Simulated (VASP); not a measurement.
# Ti (P6_3/mmc) in VASP: notebook

Runs on Ti. Level: PBEsol. Tasks: single point.

Program: VASP 6.6.1. These are calculated values, not measurements. Logs are shortened: lines on timing, memory, paths and dates and some standing lists are left out, and cuts for length are marked.

### Step 1. The cell of the first run

It takes space group P6_3/mmc (No. 194, hexagonal). The conventional cell has a = 3.114 Å, b = 3.114 Å, c = 4.205 Å, α = 90.00°, β = 90.00°, γ = 120.00°. Within 3.6 Å of Ti (site symmetry -6m2) lie 12 Ti at 2.77 to 3.11 Å.

### Step 2. Single point, PBEsol

The input, INCAR:

```
  PREC = Accurate
  ENCUT = 520
  EDIFF = 1E-6
  ISMEAR = 0
  SIGMA = 0.15
  LREAL = False
  LASPH = True
  NELM = 60
  ALGO = Fast
  ISIF = 2
  LWAVE = False
  LCHARG = False
  GGA = PS
  NBANDS = 19
```

The input, KPOINTS:

```
regular mesh
0
Gamma
  24 24 12
```

The input, POSCAR:

```
Ti
1.0
    3.1142159576      0.0000000000      0.0000000000
   -1.5571079788      2.6969901322      0.0000000000
    0.0000000000      0.0000000000      4.2048279924
Ti
2
Direct
    0.3333333333      0.6666666667      0.2500000000
    0.6666666667      0.3333333333      0.7500000000
```

Potentials or basis: VASP PAW PBE potentials, release 64 (Ti_sv).

Launch:

```bash
$ cat potpaw_PBE.64/Ti_sv/POTCAR > POTCAR
$ mpirun -np 1 vasp_std > vasp.out
```

OUTCAR:

```text
PREC = Accurate
   ENCUT = 520
   EDIFF = 1E-6
   ISMEAR = 0
   LREAL = False
   LASPH = True
   NELM = 60
   ISIF = 2
   GGA = PS

 ion  position               nearest neighbor table
   1  0.333  0.667  0.250-   2 2.77   2 2.77   2 2.77   2 2.77   2 2.77   2 2.77
   2  0.667  0.333  0.750-   1 2.77   1 2.77   1 2.77   1 2.77   1 2.77   1 2.77

  LATTYP: Found a hexagonal cell.
 ALAT       =     3.1142159576
 C/A-ratio  =     1.3502043691

  Lattice vectors:

 A1 = (   3.1142159576,   0.0000000000,   0.0000000000)
 A2 = (  -1.5571079788,   2.6969901322,   0.0000000000)
 A3 = (   0.0000000000,   0.0000000000,   4.2048279924)

Analysis of symmetry for initial positions (statically):
=====================================================================
 Subroutine PRICEL returns:
 Original cell was already a primitive cell.

 Routine SETGRP: Setting up the symmetry group for a
 hexagonal supercell.

 Subroutine GETGRP returns: Found 24 space group operations
 (whereof 12 operations were pure point group operations)
 out of a pool of 24 trial point group operations.

The static configuration has the point symmetry D_3d.
 The point group associated with its full space group is D_6h.

Analysis of symmetry for dynamics (positions and initial velocities):
=====================================================================
 Subroutine PRICEL returns:
 Original cell was already a primitive cell.

 Routine SETGRP: Setting up the symmetry group for a
 hexagonal supercell.

 Subroutine GETGRP returns: Found 24 space group operations
 (whereof 12 operations were pure point group operations)
 out of a pool of 24 trial point group operations.

The dynamic configuration has the point symmetry D_3d.
 The point group associated with its full space group is D_6h.

 Subroutine INISYM returns: Found 24 space group operations
 (whereof 12 operations are pure point group operations),
 and found     1 'primitive' translations

----------------------------------------------------------------------------------------

                                     Primitive cell

  volume of cell :      35.3164

  direct lattice vectors                    reciprocal lattice vectors
     3.114215958  0.000000000  0.000000000     0.321108110  0.185391854  0.000000000
    -1.557107979  2.696990132  0.000000000     0.000000000  0.370783707  0.000000000
     0.000000000  0.000000000  4.204827992     0.000000000  0.000000000  0.237821857

  length of vectors
     3.114215958  3.114215958  4.204827992     0.370783707  0.370783707  0.237821857

  position of ions in fractional coordinates (direct lattice)
     0.333333333  0.666666667  0.250000000
     0.666666667  0.333333333  0.750000000

  ion indices of the primitive-cell ions
   primitive index   ion index
                 1           1
                 2           2

----------------------------------------------------------------------------------------

 KPOINTS: regular mesh

Automatic generation of k-mesh.
 Grid dimensions read from file:
 generate k-points for:   24   24   12

 Generating k-lattice:

  Cartesian coordinates                     Fractional coordinates (reciprocal lattice)
     0.013379505  0.007724661  0.000000000     0.041666667 -0.000000000  0.000000000
     0.000000000  0.015449321  0.000000000     0.000000000  0.041666667  0.000000000
     0.000000000  0.000000000  0.019818488     0.000000000  0.000000000  0.083333333

  Length of vectors
     0.015449321  0.015449321  0.019818488

  Shift w.r.t. Gamma in fractional coordinates (k-lattice)
     0.000000000  0.000000000  0.000000000

 Subroutine IBZKPT returns following result:
 ===========================================

 Found    427 irreducible k-points:

 Following reciprocal coordinates:
            Coordinates               Weight
  0.000000  0.000000  0.000000      1.000000
  0.041667  0.000000  0.000000      6.000000
  0.083333  0.000000  0.000000      6.000000
  0.125000  0.000000  0.000000      6.000000
  0.166667 -0.000000  0.000000      6.000000
  0.208333  0.000000  0.000000      6.000000
[... 16 lines left out ...]
  0.416667  0.041667  0.000000     12.000000
  0.458333  0.041667  0.000000     12.000000
 [... further k-points ...]
   k-points           NKPTS =    427   k-points in BZ     NKDIM =    427   number of bands    NBANDS=     19
   number of dos      NEDOS =    301   number of ions     NIONS =      2
   total plane-waves  NPLWV =  18432
   dimension x,y,z NGX =    24 NGY =   24 NGZ =   32
   dimension x,y,z NGXF=    48 NGYF=   48 NGZF=   64
   ions per type =               2
   NGX,Y,Z   is equivalent  to a cutoff of  12.81, 12.81, 12.65 a.u.
   NGXF,Y,Z  is equivalent  to a cutoff of  25.62, 25.62, 25.30 a.u.
 SYSTEM =  unknown system
   PREC   = accura    normal or accurate (medium, high low for compatibility)
   ISTART =      0    job   : 0-new  1-cont  2-samecut
   ICHARG =      2    charge: 1-file 2-atom 10-const
   ISPIN  =      1    spin polarized calculation?
   LNONCOLLINEAR =      F non collinear calculations
   LSORBIT =      F    spin-orbit coupling
   LASPH  =      T    aspherical Exc in radial PAW
   ENCUT  =  520.0 eV  38.22 Ry    6.18 a.u.   5.79  5.79  7.82*2*pi/ulx,y,z
   NELM   =     60;   NELMIN=  2; NELMDL= -5     # of ELM steps
   EDIFF  = 0.1E-05   stopping-criterion for ELM
   LREAL  =      F    real-space projection
   EDIFFG = 0.1E-04   stopping-criterion for IOM
   NSW    =      0    number of steps for IOM
   IBRION =     -1    ionic relax: 0-MD 1-quasi-New 2-CG
   NFREE  =      0    steps in history (QN), initial steepest desc. (CG)
   ISIF   =      2    stress and relaxation
   ISYM   =      2    0-nonsym 1-usesym 2-fastsym
   POTIM  = 0.5000    time-step for ionic-motion
   TEBEG  =    0.0;   TEEND  =   0.0 temperature during run
   PSTRESS=    0.0 pullay stress
   NELECT =      24.0000    total number of electrons
   NUPDOWN=      -1.0000    fix difference up-down
   EMIN   =  10.00;   EMAX   =-10.00  energy-range for DOS
   EFERMI =   0.00;   METHOD = LEGACY
   ISMEAR =     0;   SIGMA  =   0.15  broadening in eV -4-tet -1-fermi 0-gaus
   EFERMI_NEDOS =   21; number of points for ismear=-14 and -15
   IALGO  =     68    algorithm
   IMIX   =      4    mixing-type and parameters
     AMIX     =   0.40;   BMIX     =  1.00
     AMIX_MAG =   1.60;   BMIX_MAG =  1.00
  volume/ion in A,a.u.               =      17.66       119.16
  Fermi-wavevector in a.u.,A,eV,Ry     =   1.439306  2.719894 28.185854  2.071602
  Thomas-Fermi vector in A             =   2.558176
   LORBIT       =      0    0 simple, 1 ext, 2 COOP (PROOUT), +10 PAW based schemes
   GGA     = PS    functional components
   LHFCALC =     F    Hartree Fock is set to
   AEXX    =    0.0000 exact exchange contribution
   IVDW    =     0    specifies the selected vdW correction
   LEPSILON=     F    determine dielectric tensor
   LRPA    =     F    only Hartree local field effects (RPA)
 non-spin polarized calculation
 RMM-DIIS sequential band-by-band and
 Gauss-broadening in eV      SIGMA  =   0.15
  energy-cutoff  :      520.00
  volume of cell :       35.32
 maximum number of plane-waves:       972
 NGX is ok and might be reduce to    24

 number of electron      23.9999997 magnetization

 Free energy of the ion-electron system (eV)
  ---------------------------------------------------
  ext. energy  EPLUGINS =         0.00000000
  ---------------------------------------------------
  free energy    TOTEN  =       -16.48714645 eV

  energy without entropy =      -16.46015147  energy(sigma->0) =      -16.47364896

 E-fermi :   7.9662     XC(G=0): -11.5413

 val. band max:        7.9656660358   @ k =   0.3750   0.0417   0.0833
 cond. band min:       7.9703848762   @ k =   0.0417   0.0417   0.4167
 fundamental gap:      0.0047188405
 Fermi energy:         7.9662337265

 k-point     1 :       0.0000    0.0000    0.0000
  band No.  band energies     occupation
      1     -48.6644      2.00000
      2     -48.4469      2.00000
      3     -25.4192      2.00000
      4     -24.8285      2.00000
      5     -24.8285      2.00000
      6     -24.6245      2.00000
[... 11 lines left out ...]
     18      10.4583      0.00000
     19      11.1243      0.00000

 k-point     2 :       0.0417    0.0000    0.0000
  band No.  band energies     occupation
      1     -48.6630      2.00000
      2     -48.4471      2.00000
      3     -25.4154      2.00000
      4     -24.8328      2.00000
      5     -24.8308      2.00000
      6     -24.6296      2.00000
[... 11 lines left out ...]
     18      10.1640      0.00000
     19      11.1447      0.00000

 k-point     3 :       0.0833    0.0000    0.0000
  band No.  band energies     occupation
      1     -48.6587      2.00000
      2     -48.4478      2.00000
      3     -25.4040      2.00000
      4     -24.8455      2.00000
      5     -24.8376      2.00000
      6     -24.6445      2.00000
[... 11 lines left out ...]
     18       9.9999      0.00000
     19      11.2014      0.00000

 k-point     4 :       0.1250    0.0000    0.0000
  band No.  band energies     occupation
      1     -48.6519      2.00000
      2     -48.4490      2.00000
      3     -25.3853      2.00000
      4     -24.8659      2.00000
      5     -24.8480      2.00000
      6     -24.6679      2.00000
[... 407 lines left out ...]
     18      11.3789      0.00000
     19      11.8226      0.00000

 k-point    23 :       0.4167    0.0417    0.0000
  band No.  band energies     occupation
      1     -48.5619      2.00000
      2     -48.4810      2.00000
      3     -25.1161      2.00000
      4     -25.0862      2.00000
      5     -24.9461      2.00000
      6     -24.8873      2.00000
[... 11 lines left out ...]
     18      11.6830      0.00000
     19      11.8562      0.00000

 k-point    24 :       0.4583    0.0417    0.0000
  band No.  band energies     occupation
      1     -48.5561      2.00000
      2     -48.4844      2.00000
      3     -25.0964      2.00000
      4     -25.0958      2.00000
      5     -24.9488      2.00000
      6     -24.8965      2.00000
[... 11 lines left out ...]
     18      11.9265      0.00000
     19      12.0663      0.00000

 [... further k-points ...]

------------------------ aborting loop because EDIFF is reached ----------------------------------------

  FORCE on cell =-STRESS in cart. coord.  units (eV):
  Direction    XX          YY          ZZ          XY          YZ          ZX
  --------------------------------------------------------------------------------------
  -------------------------------------------------------------------------------------
  Total       -2.0871574     -2.0871574      0.7029019      0.0000000      0.0000000      0.0000000
  in kB      -94.6868073    -94.6868073     31.8881249      0.0000000      0.0000000      0.0000000
  external PRESSURE =     -52.4951632 kB  Pullay stress =       0.0000000 kB

 VOLUME and BASIS-vectors are now :
 -----------------------------------------------------------------------------
  energy-cutoff  :      520.00
  volume of cell :       35.32
      direct lattice vectors                 reciprocal lattice vectors
     3.114215958  0.000000000  0.000000000     0.321108110  0.185391854  0.000000000
    -1.557107979  2.696990132  0.000000000     0.000000000  0.370783707  0.000000000
     0.000000000  0.000000000  4.204827992     0.000000000  0.000000000  0.237821857

 POSITION                                       TOTAL-FORCE (eV/Angst)
 -----------------------------------------------------------------------------------
     -0.00000      1.79799      1.05121        -0.000000      0.000000      0.000000
      1.55711      0.89900      3.15362         0.000000      0.000000      0.000000
 -----------------------------------------------------------------------------------
    total drift:                                0.000000     -0.000000      0.000000

  FREE ENERGIE OF THE ION-ELECTRON SYSTEM (eV)
  ---------------------------------------------------
  free  energy   TOTEN  =       -16.4871464485 eV

  energy  without entropy=      -16.4601514735  energy(sigma->0) =      -16.47364896
```

It took 18 min on 1 thread of Intel Xeon 8259CL, shared host; peak memory 0.34 GiB.

What came out:

| Property | Result |
| --- | --- |
| Free energy | -16.4871 eV |
| Pressure | -5.2 GPa |
| Band gap on the k mesh | zero (bands 12 and 13 overlap by 0.91 eV) |

Caveat: the stress differs along the axes, from -9 to 3 GPa; the PAW data sets were made with another functional, which shifts forces and pressure a little.

### Step 3. Single point, PBEsol

This run uses another cell than the first one, of the same volume but with other edges.

The input, INCAR:

```
SYSTEM = Ti
PREC = Accurate
ENCUT = 520
EDIFF = 1E-6
ISMEAR = 0
SIGMA = 0.15
LREAL = .FALSE.
LASPH = .TRUE.
NELM = 80
ALGO = Fast
ISIF = 2
LWAVE = .FALSE.
LCHARG = .FALSE.
GGA = PS
NBANDS = 19
```

The input, KPOINTS:

```
Automatic mesh
0
G
  24 24 12
  0 0 0
```

The input, POSCAR:

```
Ti
1.0
    2.7760542717      0.0000000000      0.0000000000
   -1.3880271359      2.4041335216      0.0000000000
    0.0000000000      0.0000000000      5.2916337976
Ti
2
Direct
    0.3333333333      0.6666666667      0.2500000000
    0.6666666667      0.3333333333      0.7500000000
```

Potentials or basis: VASP PAW PBE potentials, release 64 (Ti_sv).

Launch:

```bash
$ cat potpaw_PBE.64/Ti_sv/POTCAR > POTCAR
$ mpirun -np 1 vasp_std > vasp.out
```

OUTCAR:

```text
SYSTEM = Ti
   PREC = Accurate
   ENCUT = 520
   EDIFF = 1E-6
   ISMEAR = 0
   LREAL = .FALSE.
   LASPH = .TRUE.
   NELM = 80
   ISIF = 2
   GGA = PS

 ion  position               nearest neighbor table
   1  0.333  0.667  0.250-
   2  0.667  0.333  0.750-

  LATTYP: Found a hexagonal cell.
 ALAT       =     2.7760542717
 C/A-ratio  =     1.9061708741

  Lattice vectors:

 A1 = (   2.7760542717,   0.0000000000,   0.0000000000)
 A2 = (  -1.3880271359,   2.4041335216,   0.0000000000)
 A3 = (   0.0000000000,   0.0000000000,   5.2916337976)

Analysis of symmetry for initial positions (statically):
=====================================================================
 Subroutine PRICEL returns:
 Original cell was already a primitive cell.

 Routine SETGRP: Setting up the symmetry group for a
 hexagonal supercell.

 Subroutine GETGRP returns: Found 24 space group operations
 (whereof 12 operations were pure point group operations)
 out of a pool of 24 trial point group operations.

The static configuration has the point symmetry D_3d.
 The point group associated with its full space group is D_6h.

Analysis of symmetry for dynamics (positions and initial velocities):
[... 160 lines left out ...]
  energy without entropy =      -16.39716418  energy(sigma->0) =      -16.41165504

 E-fermi :   7.9580     XC(G=0): -11.5290

 val. band max:        7.9557448182   @ k =   0.1667   0.0833   0.2500
 cond. band min:       7.9602243322   @ k =   0.2500   0.0000   0.0000
 fundamental gap:      0.0044795140
 Fermi energy:         7.9579738825

 k-point     1 :       0.0000    0.0000    0.0000
  band No.  band energies     occupation
      1     -48.5221      2.00000
      2     -48.4629      2.00000
      3     -25.0562      2.00000
      4     -24.6307      2.00000
      5     -24.4137      2.00000
      6     -24.4137      2.00000
[... 505 lines left out ...]
      6     -24.6543      2.00000
[... 11 lines left out ...]
     18      11.9435      0.00000
     19      12.4932      0.00000

 [... further k-points ...]

------------------------ aborting loop because EDIFF is reached ----------------------------------------

  FORCE on cell =-STRESS in cart. coord.  units (eV):
  Direction    XX          YY          ZZ          XY          YZ          ZX
  --------------------------------------------------------------------------------------
  -------------------------------------------------------------------------------------
  Total       -0.3277358     -0.3277358     -3.2936130      0.0000000      0.0000000      0.0000000
  in kB      -14.8681904    -14.8681904   -149.4193458      0.0000000      0.0000000      0.0000000
  external PRESSURE =     -59.7185755 kB  Pullay stress =       0.0000000 kB

 VOLUME and BASIS-vectors are now :
 -----------------------------------------------------------------------------
  energy-cutoff  :      520.00
  volume of cell :       35.32
      direct lattice vectors                 reciprocal lattice vectors
     2.776054272  0.000000000  0.000000000     0.360223505  0.207975138  0.000000000
    -1.388027136  2.404133522  0.000000000     0.000000000  0.415950275  0.000000000
     0.000000000  0.000000000  5.291633798     0.000000000  0.000000000  0.188977552

 POSITION                                       TOTAL-FORCE (eV/Angst)
 -----------------------------------------------------------------------------------
     -0.00000      1.60276      1.32291        -0.000000      0.000000      0.000000
      1.38803      0.80138      3.96873         0.000000      0.000000      0.000000
 -----------------------------------------------------------------------------------
    total drift:                               -0.000000      0.000000     -0.000000

  FREE ENERGIE OF THE ION-ELECTRON SYSTEM (eV)
  ---------------------------------------------------
  free  energy   TOTEN  =       -16.4261458929 eV

  energy  without entropy=      -16.3971641780  energy(sigma->0) =      -16.41165504
```

stdout:

```text
POSCAR found type information on POSCAR Ti
 POSCAR found :  1 types and       2 ions
 scaLAPACK will be used
 -----------------------------------------------------------------------------
|                                                                             |
|                                                                             |
|     You enforced a specific xc type in the INCAR file but a different       |
[... 18 lines left out ...]
WARNING in EDDRMM: call to ZHEGV failed, returncode =   6  3     10
WARNING in EDDRMM: call to ZHEGV failed, returncode =   8  4      9
WARNING in EDDRMM: call to ZHEGV failed, returncode =   6  3      5
WARNING in EDDRMM: call to ZHEGV failed, returncode =   8  4     11
WARNING in EDDRMM: call to ZHEGV failed, returncode =   6  3     15
WARNING in EDDRMM: call to ZHEGV failed, returncode =   8  4      9
WARNING in EDDRMM: call to ZHEGV failed, returncode =   8  4     17
```

Run time: 21 min. Hardware: 1 thread of Intel Xeon 8259CL, shared host; peak memory 0.35 GiB.

Results:

| Item | Value |
| --- | --- |
| Free energy | -16.4261 eV |
| Pressure | -6.0 GPa |
| Band gap on the k mesh | zero (bands 12 and 13 overlap by 0.31 eV) |

Stress tensor (GPa, compression positive):
```
 -1.49   0.00   0.00
  0.00  -1.49   0.00
  0.00   0.00 -14.94
```

Caveat: the stress differs along the axes, from -15 to -1 GPa; the PAW data sets were made with another functional, which shifts forces and pressure a little.

(Part 1 of 2 ends here.)
